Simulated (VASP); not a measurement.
# Mg (P6_3/mmc) in VASP: a series of runs

Mg is run at these levels: PBE; tasks: single point, relaxation of shape and atoms at fixed volume.

All numbers are computed with VASP 6.6.1; they aren't measurements. Logs are shortened: lines on timing, memory, paths and dates and some standing lists are left out, and cuts for length are marked.

## 1. The cell of the first run

Symmetry: P6_3/mmc, No. 194, hexagonal system. Conventional cell: a = 3.314 Å, b = 3.314 Å, c = 5.304 Å, α = 90.00°, β = 90.00°, γ = 120.00°. Mg (site symmetry -6m2) has 12 Mg at 3.27 to 3.31 Å within 4.3 Å.

## 2. Single point, PBE (25.22 Å³/atom)

INCAR

```
SYSTEM = Mg
  PREC = Accurate
  ENCUT = 520
  EDIFF = 1E-7
  ISMEAR = 0
  SIGMA = 0.1
  LREAL = .FALSE.
  LASPH = .TRUE.
  NELM = 80
  ALGO = Normal
  ISIF = 2
  LWAVE = .FALSE.
  LCHARG = .FALSE.
  GGA = PE
  NBANDS = 9
```

KPOINTS

```
Automatic mesh
0
G
  15 15 8
  0 0 0
```

POSCAR

```
Mg
1.0
    3.3136848884      0.0000000000      0.0000000000
   -1.6568424442      2.8697352935      0.0000000000
    0.0000000000      0.0000000000      5.3037849842
Mg
2
Direct
    0.3333333333      0.6666666667      0.2500000000
    0.6666666667      0.3333333333      0.7500000000
```

Potentials or basis: VASP PAW PBE potentials, release 64 (Mg).

Run with:

```
$ cat potpaw_PBE.64/Mg/POTCAR > POTCAR
$ mpirun -np 1 vasp_std > vasp.out
```

OUTCAR:

```text
SYSTEM = Mg
   PREC = Accurate
   ENCUT = 520
   EDIFF = 1E-7
   ISMEAR = 0
   LREAL = .FALSE.
   LASPH = .TRUE.
   NELM = 80
   ISIF = 2
   GGA = PE

 ion  position               nearest neighbor table
   1  0.333  0.667  0.250-   2 3.27   2 3.27   2 3.27   2 3.27   2 3.27   2 3.27
   2  0.667  0.333  0.750-   1 3.27   1 3.27   1 3.27   1 3.27   1 3.27   1 3.27

  LATTYP: Found a hexagonal cell.
 ALAT       =     3.3136848884
 C/A-ratio  =     1.6005701094

  Lattice vectors:

 A1 = (   3.3136848884,   0.0000000000,   0.0000000000)
 A2 = (  -1.6568424442,   2.8697352935,   0.0000000000)
 A3 = (   0.0000000000,   0.0000000000,   5.3037849842)

Analysis of symmetry for initial positions (statically):
=====================================================================
 Subroutine PRICEL returns:
 Original cell was already a primitive cell.

 Routine SETGRP: Setting up the symmetry group for a
 hexagonal supercell.

 Subroutine GETGRP returns: Found 24 space group operations
 (whereof 12 operations were pure point group operations)
 out of a pool of 24 trial point group operations.

The static configuration has the point symmetry D_3d.
 The point group associated with its full space group is D_6h.

Analysis of symmetry for dynamics (positions and initial velocities):
=====================================================================
 Subroutine PRICEL returns:
 Original cell was already a primitive cell.

 Routine SETGRP: Setting up the symmetry group for a
 hexagonal supercell.

 Subroutine GETGRP returns: Found 24 space group operations
 (whereof 12 operations were pure point group operations)
 out of a pool of 24 trial point group operations.

The dynamic configuration has the point symmetry D_3d.
 The point group associated with its full space group is D_6h.

 Subroutine INISYM returns: Found 24 space group operations
 (whereof 12 operations are pure point group operations),
 and found     1 'primitive' translations

----------------------------------------------------------------------------------------

                                     Primitive cell

  volume of cell :      50.4358

  direct lattice vectors                    reciprocal lattice vectors
     3.313684888  0.000000000  0.000000000     0.301778846  0.174232098  0.000000000
    -1.656842444  2.869735293  0.000000000     0.000000000  0.348464195  0.000000000
     0.000000000  0.000000000  5.303784984     0.000000000  0.000000000  0.188544597

  length of vectors
     3.313684888  3.313684888  5.303784984     0.348464195  0.348464195  0.188544597

  position of ions in fractional coordinates (direct lattice)
     0.333333333  0.666666667  0.250000000
     0.666666667  0.333333333  0.750000000

  ion indices of the primitive-cell ions
   primitive index   ion index
                 1           1
                 2           2

----------------------------------------------------------------------------------------

 KPOINTS: Automatic mesh

Automatic generation of k-mesh.
 Grid dimensions read from file:
 generate k-points for:   15   15    8

 Generating k-lattice:

  Cartesian coordinates                     Fractional coordinates (reciprocal lattice)
     0.020118590  0.011615473  0.000000000     0.066666667 -0.000000000  0.000000000
     0.000000000  0.023230946  0.000000000     0.000000000  0.066666667  0.000000000
     0.000000000  0.000000000  0.023568075     0.000000000  0.000000000  0.125000000

  Length of vectors
     0.023230946  0.023230946  0.023568075

  Shift w.r.t. Gamma in fractional coordinates (k-lattice)
     0.000000000  0.000000000  0.000000000

 Subroutine IBZKPT returns following result:
 ===========================================

 Found    135 irreducible k-points:

 Following reciprocal coordinates:
            Coordinates               Weight
  0.000000  0.000000  0.000000      1.000000
  0.066667  0.000000  0.000000      6.000000
  0.133333  0.000000  0.000000      6.000000
  0.200000  0.000000  0.000000      6.000000
  0.266667  0.000000  0.000000      6.000000
  0.333333  0.000000  0.000000      6.000000
[... 16 lines left out ...]
  0.333333  0.200000  0.000000     12.000000
  0.400000  0.200000  0.000000      6.000000
 [... further k-points ...]
   k-points           NKPTS =    135   k-points in BZ     NKDIM =    135   number of bands    NBANDS=      9
   number of dos      NEDOS =    301   number of ions     NIONS =      2
   total plane-waves  NPLWV =  31360
   dimension x,y,z NGX =    28 NGY =   28 NGZ =   40
   dimension x,y,z NGXF=    56 NGYF=   56 NGZF=   80
   ions per type =               2
   NGX,Y,Z   is equivalent  to a cutoff of  14.05, 14.05, 12.54 a.u.
   NGXF,Y,Z  is equivalent  to a cutoff of  28.09, 28.09, 25.08 a.u.
 SYSTEM =  Mg
   PREC   = accura    normal or accurate (medium, high low for compatibility)
   ISTART =      0    job   : 0-new  1-cont  2-samecut
   ICHARG =      2    charge: 1-file 2-atom 10-const
   ISPIN  =      1    spin polarized calculation?
   LNONCOLLINEAR =      F non collinear calculations
   LSORBIT =      F    spin-orbit coupling
   LASPH  =      T    aspherical Exc in radial PAW
   ENCUT  =  520.0 eV  38.22 Ry    6.18 a.u.   6.16  6.16  9.86*2*pi/ulx,y,z
   NELM   =     80;   NELMIN=  2; NELMDL= -5     # of ELM steps
   EDIFF  = 0.1E-06   stopping-criterion for ELM
   LREAL  =      F    real-space projection
   EDIFFG = 0.1E-05   stopping-criterion for IOM
   NSW    =      0    number of steps for IOM
   IBRION =     -1    ionic relax: 0-MD 1-quasi-New 2-CG
   NFREE  =      0    steps in history (QN), initial steepest desc. (CG)
   ISIF   =      2    stress and relaxation
   ISYM   =      2    0-nonsym 1-usesym 2-fastsym
   POTIM  = 0.5000    time-step for ionic-motion
   TEBEG  =    0.0;   TEEND  =   0.0 temperature during run
   PSTRESS=    0.0 pullay stress
   NELECT =       4.0000    total number of electrons
   NUPDOWN=      -1.0000    fix difference up-down
   EMIN   =  10.00;   EMAX   =-10.00  energy-range for DOS
   EFERMI =   0.00;   METHOD = LEGACY
   ISMEAR =     0;   SIGMA  =   0.10  broadening in eV -4-tet -1-fermi 0-gaus
   EFERMI_NEDOS =   21; number of points for ismear=-14 and -15
   IALGO  =     38    algorithm
   IMIX   =      4    mixing-type and parameters
     AMIX     =   0.40;   BMIX     =  1.00
     AMIX_MAG =   1.60;   BMIX_MAG =  1.00
  volume/ion in A,a.u.               =      25.22       170.18
  Fermi-wavevector in a.u.,A,eV,Ry     =   0.703367  1.329170  6.731140  0.494725
  Thomas-Fermi vector in A             =   1.788318
   LORBIT       =      0    0 simple, 1 ext, 2 COOP (PROOUT), +10 PAW based schemes
   GGA     = PE    functional components
   LHFCALC =     F    Hartree Fock is set to
   AEXX    =    0.0000 exact exchange contribution
   IVDW    =     0    specifies the selected vdW correction
   LEPSILON=     F    determine dielectric tensor
   LRPA    =     F    only Hartree local field effects (RPA)
 non-spin polarized calculation
 Gauss-broadening in eV      SIGMA  =   0.10
  energy-cutoff  :      520.00
  volume of cell :       50.44
 maximum number of plane-waves:      1387
 NGX is ok and might be reduce to    28
   NGX = 13   NGY = 13   NGZ = 19

 number of electron       4.0000000 magnetization

 Free energy of the ion-electron system (eV)
  ---------------------------------------------------
  ext. energy  EPLUGINS =         0.00000000
  ---------------------------------------------------
  free energy    TOTEN  =        -2.96821076 eV

  energy without entropy =       -2.96280121  energy(sigma->0) =       -2.96550598

 E-fermi :   2.1601     XC(G=0):  -8.2054

 val. band max:        2.1503230000   @ k =   0.4000   0.0667   0.2500
 cond. band min:       2.1844234821   @ k =   0.3333   0.1333   0.1250
 fundamental gap:      0.0341004821
 Fermi energy:         2.1601168673

 k-point     1 :       0.0000    0.0000    0.0000
  band No.  band energies     occupation
      1      -4.3750      2.00000
      2       0.7001      2.00000
      3       1.0416      2.00000
      4      12.3191      0.00000
      5      12.3191      0.00000
      6      12.4231      0.00000
      7      12.4231      0.00000
      8      13.5180      0.00000
      9      14.5869      0.00000

 k-point     2 :       0.0667    0.0000    0.0000
  band No.  band energies     occupation
      1      -4.2937      2.00000
      2       0.7750      2.00000
      3       1.1213      2.00000
      4      10.6839      0.00000
      5      11.3895      0.00000
      6      12.2214      0.00000
      7      13.4858      0.00000
      8      14.2823      0.00000
      9      15.1674      0.00000

 k-point     3 :       0.1333    0.0000    0.0000
  band No.  band energies     occupation
      1      -4.0499      2.00000
      2       0.9999      2.00000
      3       1.3592      2.00000
      4       8.7636      0.00000
      5      10.5502      0.00000
      6      11.3818      0.00000
      7      13.3448      0.00000
      8      13.7960      0.00000
      9      14.6317      0.00000

 k-point     4 :       0.2000    0.0000    0.0000
  band No.  band energies     occupation
      1      -3.6450      2.00000
      2       1.3748      2.00000
      3       1.7497      2.00000
      4       6.9245      0.00000
      5       9.8516      0.00000
      6      10.4956      0.00000
      7      11.5297      0.00000
      8      12.4033      0.00000
      9      14.4115      0.00000

 k-point     5 :       0.2667    0.0000    0.0000
  band No.  band energies     occupation
      1      -3.0806      2.00000
      2       1.8997      1.99977
      3       2.2751      0.10394
      4       5.2224      0.00000
      5       9.2939      0.00000
      6       9.5342      0.00000
      7       9.8216      0.00000
      8      11.2032      0.00000
      9      13.7708      0.00000

 k-point     6 :       0.3333    0.0000    0.0000
  band No.  band energies     occupation
      1      -2.3594      2.00000
      2       2.5745      0.00000
      3       2.7794      0.00000
      4       3.8204      0.00000
      5       8.2486      0.00000
      6       8.4132      0.00000
      7       8.8763      0.00000
      8      10.3859      0.00000
      9      13.3087      0.00000
[... 169 lines left out ...]
 k-point    21 :       0.2000    0.2000    0.0000
  band No.  band energies     occupation
      1      -2.1998      2.00000
      2       2.7245      0.00000
      3       3.0211      0.00000
      4       4.7851      0.00000
      5       5.1139      0.00000
      6       9.2010      0.00000
      7       9.8793      0.00000
      8       9.9336      0.00000
      9      10.5906      0.00000

 k-point    22 :       0.2667    0.2000    0.0000
  band No.  band energies     occupation
      1      -1.4056      2.00000
      2       3.0470      0.00000
      3       3.4730      0.00000
      4       3.9204      0.00000
      5       4.8096      0.00000
      6       7.9590      0.00000
      7       8.7099      0.00000
      8       9.2922      0.00000
      9      10.0113      0.00000

 k-point    23 :       0.3333    0.2000    0.0000
  band No.  band energies     occupation
      1      -0.4614      2.00000
      2       1.8433      1.99999
      3       3.9772      0.00000
      4       4.3638      0.00000
      5       5.2031      0.00000
      6       6.6579      0.00000
      7       7.5046      0.00000
      8       9.0190      0.00000
      9       9.7567      0.00000

 k-point    24 :       0.4000    0.2000    0.0000
  band No.  band energies     occupation
      1       0.5894      2.00000
      2       0.6654      2.00000
      3       3.9666      0.00000
      4       5.2048      0.00000
      5       5.6739      0.00000
      6       5.7516      0.00000
      7       6.7494      0.00000
      8       8.9338      0.00000
      9       9.6766      0.00000

 [... further k-points ...]

------------------------ aborting loop because EDIFF is reached ----------------------------------------

  FORCE on cell =-STRESS in cart. coord.  units (eV):
  Direction    XX          YY          ZZ          XY          YZ          ZX
  --------------------------------------------------------------------------------------
  -------------------------------------------------------------------------------------
  Total       -0.9111423     -0.9111423     -0.9385679     -0.0000000      0.0000000      0.0000000
  in kB      -28.9439531    -28.9439531    -29.8151733     -0.0000000      0.0000000      0.0000000
  external PRESSURE =     -29.2343598 kB  Pullay stress =       0.0000000 kB

 VOLUME and BASIS-vectors are now :
 -----------------------------------------------------------------------------
  energy-cutoff  :      520.00
  volume of cell :       50.44
      direct lattice vectors                 reciprocal lattice vectors
     3.313684888  0.000000000  0.000000000     0.301778846  0.174232098  0.000000000
    -1.656842444  2.869735293  0.000000000     0.000000000  0.348464195  0.000000000
     0.000000000  0.000000000  5.303784984     0.000000000  0.000000000  0.188544597

 POSITION                                       TOTAL-FORCE (eV/Angst)
 -----------------------------------------------------------------------------------
     -0.00000      1.91316      1.32595        -0.000000      0.000000      0.000000
      1.65684      0.95658      3.97784         0.000000      0.000000      0.000000
 -----------------------------------------------------------------------------------
    total drift:                                0.000000     -0.000000      0.000000

  FREE ENERGIE OF THE ION-ELECTRON SYSTEM (eV)
  ---------------------------------------------------
  free  energy   TOTEN  =        -2.9682107620 eV

  energy  without entropy=       -2.9628012054  energy(sigma->0) =       -2.96550598
```

Wall time 20 s (1 thread of Intel Xeon 6975P-C (Granite Rapids), shared host); peak memory 0.21 GiB.

Results:

```yaml
Free_energy: -2.9682 eV
Pressure: -2.9 GPa
Band_gap_on_the_k_mesh: zero (bands 2 and 3 overlap by 2.01 eV)
```

Stress tensor (GPa, compression positive):
```
-2.89  0.00  0.00
 0.00 -2.89  0.00
 0.00  0.00 -2.98
```

Levels at points of the mesh, in eV from the Fermi level:
```csv
k point,band 1,band 2,band 3,band 4,band 5,band 6
"(0.00, 0.00, 0.00)",-6.54,-1.46,-1.12,10.16,10.16,10.26
"(0.00, 0.00, 0.50)",-5.20,-5.20,4.97,4.97,11.00,11.00
```

## 3. Relaxation of shape and atoms at fixed volume, PBE (20.17 Å³/atom)

This run uses another cell than the first one, of 20.17 Å³/atom.

INCAR

```
PREC = Accurate
ENCUT = 600
EDIFF = 1E-6
ISMEAR = 0
SIGMA = 0.1
LREAL = F
LASPH = T
NELM = 80
ALGO = Normal
ISIF = 4
LWAVE = F
LCHARG = F
GGA = PE
IBRION = 2
NSW = 50
EDIFFG = -0.01
```

KPOINTS

```
regular mesh
0
Gamma
  15 15 8
```

POSCAR

```
Mg
1.0
    3.0761525552      0.0000000000      0.0000000000
   -1.5380762776      2.6640262587      0.0000000000
    0.0000000000      0.0000000000      4.9235978318
Mg
2
Direct
    0.3333333333      0.6666666667      0.2500000000
    0.6666666667      0.3333333333      0.7500000000
```

Potentials or basis: VASP PAW PBE potentials, release 64 (Mg).

Run with:

```
$ cat potpaw_PBE.64/Mg/POTCAR > POTCAR
$ mpirun -np 1 vasp_std > vasp.out
```

Run time: 11 s. Hardware: 1 thread of Intel Xeon 6975P-C (Granite Rapids), shared host; peak memory 0.2 GiB.

Results (log left out):

| Property | Result |
| --- | --- |
| Free energy | -2.9268 eV |
| Pressure after relaxing | 5.9 GPa |
| Band gap on the k mesh | zero (bands 2 and 3 overlap by 2.01 eV) |

Final structure:
```xyz
2
Lattice="3.0762 0.0000 0.0000 -1.5381 2.6640 0.0000 0.0000 0.0000 4.9236" Properties=species:S:1:pos:R:3 pbc="T T T"
Mg    0.0000    1.7760    1.2309
Mg    1.5381    0.8880    3.6927
```

Levels at points of the mesh, in eV from the Fermi level:
```
           k point  band 1  band 2  band 3  band 4  band 5  band 6
(0.00, 0.00, 0.00)   -7.50   -1.81   -1.09   11.55   11.55   11.91
(0.00, 0.00, 0.50)   -5.96   -5.96    5.67    5.67   12.33   12.33
```

## 4. Relaxation of shape and atoms at fixed volume, PBE (21.55 Å³/atom)

This run uses another cell than the first one, of 21.55 Å³/atom.

INCAR

```
  PREC = Accurate
  ENCUT = 600
  EDIFF = 1E-6
  ISMEAR = 0
  SIGMA = 0.1
  LREAL = False
  LASPH = True
  NELM = 80
  ALGO = Normal
  ISIF = 4
  LWAVE = False
  LCHARG = False
  GGA = PE
  IBRION = 2
  NSW = 50
  EDIFFG = -0.01
```

KPOINTS

```
Automatic mesh
0
Gamma
  15 15 8
```

POSCAR

```
Mg
1.0
    3.1445337721      0.0000000000      0.0000000000
   -1.5722668861      2.7232461297      0.0000000000
    0.0000000000      0.0000000000      5.0330467635
Mg
2
Direct
    0.3333333333      0.6666666667      0.2500000000
    0.6666666667      0.3333333333      0.7500000000
```

Run with:

```
$ cat potpaw_PBE.64/Mg/POTCAR > POTCAR
$ mpirun -np 1 vasp_std > vasp.out
```

It took 12 s on 1 thread of Intel Xeon 6975P-C (Granite Rapids), shared host; peak memory 0.2 GiB.

It converged, with:

- Free energy: -2.9963 eV
- Pressure after relaxing: 2.4 GPa
- Band gap on the k mesh: zero (bands 2 and 3 overlap by 2.00 eV)

Final structure:
```cif
data_structure
_symmetry_space_group_name_H-M 'P 1'
_symmetry_Int_Tables_number 1
_cell_length_a 3.1445
_cell_length_b 3.1445
_cell_length_c 5.0330
_cell_angle_alpha 90.000
_cell_angle_beta 90.000
_cell_angle_gamma 120.000
_cell_volume 43.10
loop_
_atom_site_label
_atom_site_type_symbol
_atom_site_fract_x
_atom_site_fract_y
_atom_site_fract_z
_atom_site_occupancy
Mg1 Mg 0.33333 0.66667 0.25000 1
Mg2 Mg 0.66667 0.33333 0.75000 1
```

Levels at points of the mesh, in eV from the Fermi level:
```csv
k point,band 1,band 2,band 3,band 4,band 5,band 6
"(0.00, 0.00, 0.00)",-7.21,-1.71,-1.10,11.16,11.16,11.37
"(0.00, 0.00, 0.50)",-5.73,-5.73,5.46,5.46,11.93,11.93
```

## 5. Summary

```csv
task,cell,cutoff (eV),gap on the mesh (eV),pressure (GPa)
single point,"a = 3.314, b = 3.314, c = 5.304 Å, angles 90.0, 90.0, 120.0°, 2 atoms",520,none,-2.9
relaxation of shape and atoms at fixed volume,"relaxed from a = 3.076, b = 3.076, c = 4.924 Å, angles 90.0, 90.0, 120.0°, 2 atoms",600,none,5.9
relaxation of shape and atoms at fixed volume,"relaxed from a = 3.145, b = 3.145, c = 5.033 Å, angles 90.0, 90.0, 120.0°, 2 atoms",600,none,2.4
```

Alike in all rows: level PBE; potentials or basis VASP PAW PBE potentials, release 64 (Mg); no spin polarisation; k mesh 15 × 15 × 8; smearing gaussian 0.1 eV.

Absolute energies hang on the potentials; compare differences alone.

The gap in the log of VASP goes by the Fermi energy; the results here count the filled bands.